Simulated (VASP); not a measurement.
Here is a VASP 6.6.1 calculation.

File INCAR:

```
  ALGO = Normal
  EDIFF = 1E-6
  ENCUT = 520
  GGA = PE
  GGA_COMPAT = F
  ISIF = 2
  ISMEAR = 0
  ISYM = -1
  LASPH = T
  LCHARG = F
  LREAL = Auto
  LWAVE = F
  NBANDS = 90
  NELECT = 136.0
  NELM = 120
  PREC = Accurate
  SIGMA = 0.01
```

Contents of KPOINTS:

```
explicit points
1
Reciprocal
  0.25000000   0.25000000   0.25000000 1
```

POSCAR

```
Al16GeN15
1.0
    6.2595139092      0.0000000618      0.0000000000
   -3.1297570081      5.4208980298      0.0000000000
    0.0000000000      0.0000000000     10.0348065900
Al N Ge
16 15 1
Direct
    0.3365027521      0.1606431354      0.2498647620
    0.1576777036      0.3393002229      0.5017066783
    0.3269940979      0.1716795798      0.7514965399
    0.1671305898      0.3290878017      1.0061098698
    0.3364607241      0.6612181353      0.2564040634
    0.1829766987      0.8630968617      0.5074027981
    0.3257239581      0.6612378937      0.7545608725
    0.1888844209      0.8396416378      0.9907154117
    0.8363957568      0.1613001479      0.2560916408
    0.6341182996      0.3136790511      0.5069630972
    0.8362980536      0.1714063071      0.7545667266
    0.6570963223      0.3081987098      0.9907381634
    0.8567686071      0.6405587273      0.1785798107
    0.6381140341      0.8583942578      0.5235822223
    0.8294804138      0.6692117650      0.7545975285
    0.6656259062      0.8301610467      0.9999482450
    0.3209805539      0.1759577913      0.4382821502
    0.1703811575      0.3274322960      0.1951893426
    0.3293212824      0.1676575280      0.9369820135
    0.1632666438      0.3338449987      0.6903915529
    0.3180332986      0.6769304233      0.4462086916
    0.1996498007      0.8360956430      0.1754324404
    0.3356413186      0.6577056653      0.9411128847
    0.1645977235      0.8347906399      0.6961865454
    0.8199053155      0.1780932411      0.4458487434
    0.6608746052      0.2977290935      0.1754648384
    0.8375565918      0.1600545454      0.9414736328
    0.6648684090      0.3346820455      0.6959891219
    0.6808341919      0.8178457179      0.2015964542
    0.8361069763      0.6606242887      0.9525198728
    0.6611175725      0.8360790317      0.7052094323
    0.8104311952      0.6867460871      0.4001553449
```

Potentials or basis: VASP PAW PBE potentials, release 64 (Al, N, Ge_d).

Run with:

```bash
$ cat potpaw_PBE.64/Al/POTCAR potpaw_PBE.64/N/POTCAR potpaw_PBE.64/Ge_d/POTCAR > POTCAR
$ mpirun -np 1 vasp_std > vasp.out
```

**Question.** Estimate the largest force.

**Answer.** 0.031 eV/Å.

Forces on the atoms (eV/Å):
```
Al   0.012 -0.008 -0.013
Al  -0.016  0.006 -0.004
Al  -0.008 -0.001  0.023
Al   0.020 -0.011  0.009
Al   0.011  0.007 -0.006
Al  -0.004 -0.013 -0.011
Al  -0.013 -0.013  0.006
Al  -0.027  0.009  0.012
Al  -0.002 -0.009 -0.008
Al   0.016  0.007 -0.008
Al   0.007  0.013  0.002
Al  -0.023  0.008  0.020
Al  -0.008  0.000  0.029
Al  -0.011  0.000 -0.004
Al   0.004  0.000  0.014
Al   0.023 -0.017  0.010
N    0.002  0.002 -0.007
N    0.008 -0.006  0.003
N    0.003  0.001 -0.004
N   -0.011  0.007  0.006
N   -0.001 -0.003 -0.007
N    0.003  0.015 -0.001
N   -0.003  0.001 -0.009
N    0.006 -0.007 -0.017
N   -0.003  0.005  0.003
N   -0.007 -0.003 -0.002
N   -0.003  0.008 -0.012
N    0.011  0.002 -0.016
N   -0.016  0.009  0.013
N    0.002  0.002 -0.027
N    0.004  0.002  0.009
Ge   0.024 -0.011 -0.003
```

Caveat: the cell carries a net charge on a neutralising background, which shifts energy and pressure.
